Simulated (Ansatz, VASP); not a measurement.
# One calculation of Al3BSb2, two programs

Contents of INCAR:

```
PREC = Accurate ; ENCUT = 600
EDIFF = 1E-6 ; ISMEAR = 0
SIGMA = 0.2 ; LREAL = F
LASPH = T ; NELM = 100
ALGO = Normal ; ISIF = 3
LWAVE = F ; LCHARG = F
GGA = PE ; IBRION = 2
NSW = 36 ; EDIFFG = -0.08
```

KPOINTS

```
regular mesh
0
Gamma
  3 3 3
```

The input POSCAR:

```
Al3BSb2
1.0
    5.7650000000     -3.3100000000      0.0000000000
    5.7650000000      3.3100000000      0.0000000000
    0.0000000000      0.0000000000      5.7200000000
Al B Sb
6 2 4
Direct
    0.4523000000      0.8369000000      0.4115000000
    0.1631000000      0.5477000000      0.4115000000
    0.8865000000      0.1135000000      0.3470000000
    0.8369000000      0.4523000000      0.9115000000
    0.5477000000      0.1631000000      0.9115000000
    0.1135000000      0.8865000000      0.8470000000
    0.1700000000      0.8300000000      0.4900000000
    0.8300000000      0.1700000000      0.9900000000
    0.5180000000      0.8280000000      0.0000000000
    0.1720000000      0.4820000000      0.0000000000
    0.4820000000      0.1720000000      0.5000000000
    0.8280000000      0.5180000000      0.5000000000
```

Input for Ansatz:

```yaml
crystal:
  lattice:
    - [5.765, -3.31, 0.0]
    - [5.765, 3.31, 0.0]
    - [0.0, 0.0, 5.72]
  atoms:
    - { symbol: Al, position: [0.4523, 0.8369, 0.4115] }
    - { symbol: Al, position: [0.1631, 0.5477, 0.4115] }
    - { symbol: Al, position: [0.8865, 0.1135, 0.347] }
    - { symbol: Al, position: [0.8369, 0.4523, 0.9115] }
    - { symbol: Al, position: [0.5477, 0.1631, 0.9115] }
    - { symbol: Al, position: [0.1135, 0.8865, 0.847] }
    - { symbol: B, position: [0.17, 0.83, 0.49] }
    - { symbol: B, position: [0.83, 0.17, 0.99] }
    - { symbol: Sb, position: [0.518, 0.828, 0.0] }
    - { symbol: Sb, position: [0.172, 0.482, 0.0] }
    - { symbol: Sb, position: [0.482, 0.172, 0.5] }
    - { symbol: Sb, position: [0.828, 0.518, 0.5] }
basis:
  ecutwfc: 420
kpoints:
  mp_grid: { grid: [3, 3, 3] }
hamiltonian:
  xc: pbe
scf:
  occupations: { method: gaussian, width: 0.2 }
  lower_state_search: "off"
output:
  forces: true
  stress: true
  eigenvalues: true
relax:
  adjacent_minimum: "off"
  f_tol: 0.08
  max_steps: 16
  cell: { stress_tol: 0.8 }
```

Alike in both runs: task relaxation of cell and atoms; functional PBE; k mesh 3 × 3 × 3; occupations gaussian, width 0.2 eV; no spin polarisation.

```csv
,VASP,Ansatz
version,VASP 6.6.1,Ansatz 0.2.0
potentials or method,"VASP PAW PBE potentials, release 64 (Al, B, Sb), cutoff 600 eV","scalar-relativistic, plane waves, PAW"
valence electrons in the cell,44,84
```

|  | VASP | Ansatz | Ansatz less VASP |
| --- | --- | --- | --- |
| gap on the k mesh at the Fermi level, each at its own relaxed structure (eV) | none | none | - |
| relaxed volume (Å³/atom) | 23.82 | 23.65 | -0.175 |
| relaxed length of the cell vector where the two differ most in proportion (Å) | 7.252 | 7.154 | -0.0987 |

A gap of «none» marks a metal or a gap that the smearing closes. VASP's potentials hold 44 valence electrons a cell and Ansatz's 84, so a difference there can come from the potentials and not from the codes.

The k mesh is coarse, so the values compare programs but aren't converged. Spin-orbit coupling is off throughout. Noted on VASP's run: the volume moved by over 15 % at a fixed basis, so the end points are rough.
